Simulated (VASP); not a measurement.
# CsBr (Pm-3m) in VASP: a series of runs

CsBr is run at these levels: HSE06, r2SCAN; tasks: single point.

Everything below comes from runs of VASP 6.6.1. Logs are shortened: lines on timing, memory, paths and dates and some standing lists are left out, and cuts for length are marked.

## (1) The cell of the first run

Symmetry: Pm-3m, No. 221, cubic system. The conventional cell has a = 4.323 Å, b = 4.323 Å, c = 4.323 Å, α = 90.00°, β = 90.00°, γ = 90.00°. Cs (site symmetry m-3m) has 8 Br at 3.74 Å and 6 Cs at 4.32 Å within 4.9 Å. Br (site symmetry m-3m) has 8 Cs at 3.74 Å and 6 Br at 4.32 Å within 4.9 Å.

## (2) Single point, HSE06

Input file POSCAR:

```
CsBr
1.0
    4.3225248300      0.0000000000      0.0000000000
    0.0000000000      4.3225248300      0.0000000000
    0.0000000000      0.0000000000      4.3225248300
Cs Br
1 1
Direct
    0.0000000000      0.0000000000      0.0000000000
    0.5000000000      0.5000000000      0.5000000000
```

Input file INCAR.step1:

```
SYSTEM = CsBr
  ALGO = Normal
  EDIFF = 1E-5
  ENCUT = 400
  GGA = PE
  GGA_COMPAT = .FALSE.
  ISIF = 2
  ISMEAR = -1
  LASPH = .TRUE.
  LCHARG = .FALSE.
  LREAL = .FALSE.
  LWAVE = .TRUE.
  NBANDS = 15
  NELM = 120
  PREC = Accurate
  SIGMA = 0.02
```

Input file INCAR.step2:

```
SYSTEM = CsBr
  ALGO = Normal
  EDIFF = 1E-6
  ENCUT = 400
  GGA = PE
  GGA_COMPAT = .FALSE.
  HFSCREEN = 0.2079
  ISIF = 2
  ISMEAR = -1
  ISTART = 1
  LASPH = .TRUE.
  LCHARG = .FALSE.
  LHFCALC = .TRUE.
  LREAL = .FALSE.
  LWAVE = .FALSE.
  NBANDS = 15
  NELM = 120
  PREC = Accurate
  PRECFOCK = Normal
  SIGMA = 0.02
```

Input file KPOINTS:

```
k-points
0
G
  6 6 6
  0 0 0
```

Potentials or basis: VASP PAW PBE potentials, release 64 (Cs_sv, Br).

Command:

```console
$ cat potpaw_PBE.64/Cs_sv/POTCAR potpaw_PBE.64/Br/POTCAR > POTCAR
$ cp INCAR.step1 INCAR
$ mpirun -np 1 vasp_std > vasp.out
$ cp INCAR.step2 INCAR
$ mpirun -np 1 vasp_std > vasp.out
```

OUTCAR:

```text
SYSTEM = CsBr
   EDIFF = 1E-6
   ENCUT = 400
   GGA = PE
   HFSCREEN = 0.2079
   ISIF = 2
   ISMEAR = -1
   ISTART = 1
   LASPH = .TRUE.
   LHFCALC = .TRUE.
   LREAL = .FALSE.
   NELM = 120
   PREC = Accurate
   PRECFOCK = Normal

 ion  position               nearest neighbor table
   1  0.000  0.000  0.000-
   2  0.500  0.500  0.500-

  LATTYP: Found a simple cubic cell.
 ALAT       =     4.3225248300

  Lattice vectors:

 A1 = (   4.3225248300,   0.0000000000,   0.0000000000)
 A2 = (   0.0000000000,   4.3225248300,   0.0000000000)
 A3 = (   0.0000000000,   0.0000000000,   4.3225248300)

Analysis of symmetry for initial positions (statically):
=====================================================================
 Subroutine PRICEL returns:
 Original cell was already a primitive cell.

 Routine SETGRP: Setting up the symmetry group for a
 simple cubic supercell.

 Subroutine GETGRP returns: Found 48 space group operations
 (whereof 48 operations were pure point group operations)
 out of a pool of 48 trial point group operations.

The static configuration has the point symmetry O_h .

Analysis of symmetry for dynamics (positions and initial velocities):
=====================================================================
 Subroutine PRICEL returns:
 Original cell was already a primitive cell.

 Routine SETGRP: Setting up the symmetry group for a
 simple cubic supercell.

 Subroutine GETGRP returns: Found 48 space group operations
 (whereof 48 operations were pure point group operations)
 out of a pool of 48 trial point group operations.

The dynamic configuration has the point symmetry O_h .

 Subroutine INISYM returns: Found 48 space group operations
 (whereof 48 operations are pure point group operations),
 and found     1 'primitive' translations

----------------------------------------------------------------------------------------

                                     Primitive cell

  volume of cell :      80.7630

  direct lattice vectors                    reciprocal lattice vectors
     4.322524830  0.000000000  0.000000000     0.231346271  0.000000000  0.000000000
     0.000000000  4.322524830  0.000000000     0.000000000  0.231346271  0.000000000
     0.000000000  0.000000000  4.322524830     0.000000000  0.000000000  0.231346271

  length of vectors
     4.322524830  4.322524830  4.322524830     0.231346271  0.231346271  0.231346271

  position of ions in fractional coordinates (direct lattice)
     0.000000000  0.000000000  0.000000000
     0.500000000  0.500000000  0.500000000

  ion indices of the primitive-cell ions
   primitive index   ion index
                 1           1
                 2           2

----------------------------------------------------------------------------------------

 KPOINTS: k-points

Automatic generation of k-mesh.
 Grid dimensions read from file:
 generate k-points for:    6    6    6

 Generating k-lattice:

  Cartesian coordinates                     Fractional coordinates (reciprocal lattice)
     0.038557712  0.000000000  0.000000000     0.166666667  0.000000000  0.000000000
     0.000000000  0.038557712  0.000000000     0.000000000  0.166666667  0.000000000
     0.000000000  0.000000000  0.038557712     0.000000000  0.000000000  0.166666667

  Length of vectors
     0.038557712  0.038557712  0.038557712

  Shift w.r.t. Gamma in fractional coordinates (k-lattice)
     0.000000000  0.000000000  0.000000000

 Subroutine IBZKPT returns following result:
 ===========================================

 Found     20 irreducible k-points:

 Following reciprocal coordinates:
            Coordinates               Weight
  0.000000  0.000000  0.000000      1.000000
  0.166667  0.000000  0.000000      6.000000
  0.333333  0.000000  0.000000      6.000000
  0.500000  0.000000  0.000000      3.000000
  0.166667  0.166667  0.000000     12.000000
  0.333333  0.166667  0.000000     24.000000
[... 12 lines left out ...]
  0.500000  0.500000  0.333333      6.000000
  0.500000  0.500000  0.500000      1.000000
   k-points           NKPTS =     20   k-points in BZ     NKDIM =    216   number of bands    NBANDS=     15
   number of dos      NEDOS =    301   number of ions     NIONS =      2
   total plane-waves  NPLWV =  21952
   dimension x,y,z NGX =    28 NGY =   28 NGZ =   28
   dimension x,y,z NGXF=    56 NGYF=   56 NGZF=   56
   ions per type =               1   1
   NGX,Y,Z   is equivalent  to a cutoff of  10.77, 10.77, 10.77 a.u.
   NGXF,Y,Z  is equivalent  to a cutoff of  21.54, 21.54, 21.54 a.u.
 SYSTEM =  CsBr
   PREC   = accura    normal or accurate (medium, high low for compatibility)
   ISTART =      1    job   : 0-new  1-cont  2-samecut
   ICHARG =      0    charge: 1-file 2-atom 10-const
   ISPIN  =      1    spin polarized calculation?
   LNONCOLLINEAR =      F non collinear calculations
   LSORBIT =      F    spin-orbit coupling
   LASPH  =      T    aspherical Exc in radial PAW
   ENCUT  =  400.0 eV  29.40 Ry    5.42 a.u.   7.05  7.05  7.05*2*pi/ulx,y,z
   NELM   =    120;   NELMIN=  2; NELMDL=  0     # of ELM steps
   EDIFF  = 0.1E-05   stopping-criterion for ELM
   LREAL  =      F    real-space projection
   EDIFFG = 0.1E-04   stopping-criterion for IOM
   NSW    =      0    number of steps for IOM
   IBRION =     -1    ionic relax: 0-MD 1-quasi-New 2-CG
   NFREE  =      0    steps in history (QN), initial steepest desc. (CG)
   ISIF   =      2    stress and relaxation
   ISYM   =      3    0-nonsym 1-usesym 2-fastsym
   POTIM  = 0.5000    time-step for ionic-motion
   TEBEG  =    0.0;   TEEND  =   0.0 temperature during run
   PSTRESS=    0.0 pullay stress
   NELECT =      16.0000    total number of electrons
   NUPDOWN=      -1.0000    fix difference up-down
   EMIN   =  10.00;   EMAX   =-10.00  energy-range for DOS
   EFERMI =   0.00;   METHOD = LEGACY
   ISMEAR =    -1;   SIGMA  =   0.02  broadening in eV -4-tet -1-fermi 0-gaus
   EFERMI_NEDOS =   21; number of points for ismear=-14 and -15
   IALGO  =     38    algorithm
   IMIX   =      1    mixing-type and parameters
     AMIX     =   0.40;   BMIX     =  1.00
     AMIX_MAG =   1.60;   BMIX_MAG =  1.00
  volume/ion in A,a.u.               =      40.38       272.51
  Fermi-wavevector in a.u.,A,eV,Ry     =   0.954357  1.803472 12.392138  0.910796
  Thomas-Fermi vector in A             =   2.083096
   LORBIT       =      0    0 simple, 1 ext, 2 COOP (PROOUT), +10 PAW based schemes
   GGA     = PE    functional components
   LHFCALC =     T    Hartree Fock is set to
   PRECFOCK=normal    Normal, Fast or Accurate (Low or Medium for compatibility)
   ENCUT4O =  -1.0   cutoff for four orbital integrals eV
   NKREDX  =     1    reduce k-point grid by
   NKREDY  =     1    reduce k-point grid by
   NKREDZ  =     1    reduce k-point grid by
   AEXX    =    0.2500 exact exchange contribution
   HFSCREEN=    0.2079 screening length (either q_TF or 0.3 A-1)
   HFSCREENC=   0.2079 screening length for correlation (either q_TF or 0.3 A-1)
   ENCUTFOCK=  -1.0 apply spherical cutoff to Coloumb kernel
   IVDW    =     0    specifies the selected vdW correction
   LEPSILON=     F    determine dielectric tensor
   LRPA    =     F    only Hartree local field effects (RPA)
 non-spin polarized calculation
  energy-cutoff  :      400.00
  volume of cell :       80.76
 maximum number of plane-waves:      1492
  NGX = 24; NGY = 24; NGZ = 24

 number of electron      16.0000003 magnetization

 Free energy of the ion-electron system (eV)
  ---------------------------------------------------
  ext. energy  EPLUGINS =         0.00000000
  ---------------------------------------------------
  free energy    TOTEN  =        -7.00013444 eV

  energy without entropy =       -7.00013444  energy(sigma->0) =       -7.00013444

 E-fermi :  -0.7914     XC(G=0):  -6.6625

 val. band max:       -1.2653614492   @ k =   0.5000   0.5000   0.0000
 cond. band min:       4.3222757269   @ k =   0.0000   0.0000   0.0000
 fundamental gap:      5.5876371760
 Fermi energy:        -0.7914314080

 k-point     1 :       0.0000    0.0000    0.0000
  band No.  band energies     occupation
      1     -22.4022      2.00000
      2     -14.6421      2.00000
      3      -7.9899      2.00000
      4      -7.9899      2.00000
      5      -7.9899      2.00000
      6      -1.2720      2.00000
      7      -1.2720      2.00000
      8      -1.2720      2.00000
      9       4.3223      0.00000
     10       4.8167      0.00000
     11       4.8167      0.00000
     12       9.1866      0.00000
     13       9.1866      0.00000
     14       9.1866      0.00000
     15      12.1311      0.00000

 k-point     2 :       0.1667    0.0000    0.0000
  band No.  band energies     occupation
      1     -22.3888      2.00000
      2     -14.6443      2.00000
      3      -8.0901      2.00000
      4      -7.9635      2.00000
      5      -7.9635      2.00000
      6      -1.6699      2.00000
      7      -1.3196      2.00000
      8      -1.3196      2.00000
      9       4.9664      0.00000
     10       5.0015      0.00000
     11       5.4265      0.00000
     12       9.0258      0.00000
     13       9.0258      0.00000
     14       9.3354      0.00000
     15      10.7128      0.00000

 k-point     3 :       0.3333    0.0000    0.0000
  band No.  band energies     occupation
      1     -22.3617      2.00000
      2     -14.6501      2.00000
      3      -8.2732      2.00000
      4      -7.9096      2.00000
      5      -7.9096      2.00000
      6      -2.3211      2.00000
      7      -1.4179      2.00000
      8      -1.4179      2.00000
      9       5.4930      0.00000
     10       6.3245      0.00000
     11       6.8041      0.00000
     12       8.8906      0.00000
     13       8.8906      0.00000
     14       9.0456      0.00000
     15       9.7032      0.00000

 k-point     4 :       0.5000    0.0000    0.0000
  band No.  band energies     occupation
      1     -22.3481      2.00000
      2     -14.6538      2.00000
      3      -8.3569      2.00000
      4      -7.8820      2.00000
      5      -7.8820      2.00000
      6      -2.6011      2.00000
      7      -1.4685      2.00000
      8      -1.4685      2.00000
      9       5.8765      0.00000
     10       7.1901      0.00000
     11       7.5856      0.00000
     12       8.2536      0.00000
     13       8.9202      0.00000
     14       8.9202      0.00000
     15       9.9477      0.00000
[... 235 lines left out ...]
 k-point    18 :       0.5000    0.3333    0.3333
  band No.  band energies     occupation
      1     -22.2807      2.00000
      2     -14.4952      2.00000
      3      -8.4515      2.00000
      4      -8.3202      2.00000
      5      -8.2623      2.00000
      6      -2.2338      2.00000
      7      -2.2319      2.00000
      8      -1.9546      2.00000
      9       6.9310      0.00000
     10       7.1069      0.00000
     11       7.8324      0.00000
     12       8.1281      0.00000
     13       8.8076      0.00000
     14       9.5234      0.00000
     15      11.6395      0.00000

 k-point    19 :       0.5000    0.5000    0.3333
  band No.  band energies     occupation
      1     -22.2696      2.00000
      2     -14.4717      2.00000
      3      -8.4306      2.00000
      4      -8.4306      2.00000
      5      -8.2480      2.00000
      6      -2.3078      2.00000
      7      -2.3078      2.00000
      8      -2.1974      2.00000
      9       7.5120      0.00000
     10       7.5576      0.00000
     11       7.7899      0.00000
     12       7.7899      0.00000
     13       9.7465      0.00000
     14       9.7465      0.00000
     15      11.4474      0.00000

 k-point    20 :       0.5000    0.5000    0.5000
  band No.  band energies     occupation
      1     -22.2587      2.00000
      2     -14.4508      2.00000
      3      -8.3801      2.00000
      4      -8.3801      2.00000
      5      -8.3801      2.00000
      6      -2.4498      2.00000
      7      -2.4498      2.00000
      8      -2.4498      2.00000
      9       8.2959      0.00000
     10       8.2959      0.00000
     11       8.2959      0.00000
     12       9.0292      0.00000
     13       9.0292      0.00000
     14       9.0292      0.00000
     15      11.5030      0.00000

------------------------ aborting loop because EDIFF is reached ----------------------------------------

  FORCE on cell =-STRESS in cart. coord.  units (eV):
  Direction    XX          YY          ZZ          XY          YZ          ZX
  --------------------------------------------------------------------------------------
  -------------------------------------------------------------------------------------
  Total        0.1586331      0.1586331      0.1586331     -0.0000000     -0.0000000      0.0000000
  in kB        3.1469656      3.1469656      3.1469656     -0.0000000     -0.0000000      0.0000000
  external PRESSURE =       3.1469656 kB  Pullay stress =       0.0000000 kB

 VOLUME and BASIS-vectors are now :
 -----------------------------------------------------------------------------
  energy-cutoff  :      400.00
  volume of cell :       80.76
      direct lattice vectors                 reciprocal lattice vectors
     4.322524830  0.000000000  0.000000000     0.231346271  0.000000000  0.000000000
     0.000000000  4.322524830  0.000000000     0.000000000  0.231346271  0.000000000
     0.000000000  0.000000000  4.322524830     0.000000000  0.000000000  0.231346271

 POSITION                                       TOTAL-FORCE (eV/Angst)
 -----------------------------------------------------------------------------------
      0.00000      0.00000      0.00000         0.000000      0.000000      0.000000
      2.16126      2.16126      2.16126         0.000000      0.000000      0.000000
 -----------------------------------------------------------------------------------
    total drift:                                0.000067      0.000068      0.000069

  FREE ENERGIE OF THE ION-ELECTRON SYSTEM (eV)
  ---------------------------------------------------
  free  energy   TOTEN  =        -7.0001344448 eV

  energy  without entropy=       -7.0001344448  energy(sigma->0) =       -7.00013444
```

Run time: 29 min. Hardware: 1 thread of Intel Xeon Platinum 8375C at 2.90GHz (Ice Lake), shared host; peak memory 0.29 GiB.

What came out:

| Property | Result |
| --- | --- |
| Free energy | -7.0001 eV |
| Pressure | 0.3 GPa |
| Band gap on the k mesh | 5.59 eV (least direct gap 5.59 eV) |

Caveat: the PAW data sets were made with another functional, which shifts forces and pressure a little; spin-orbit coupling is left out, which moves the levels of the heavy elements.

(Continued in part 2 of 2.)
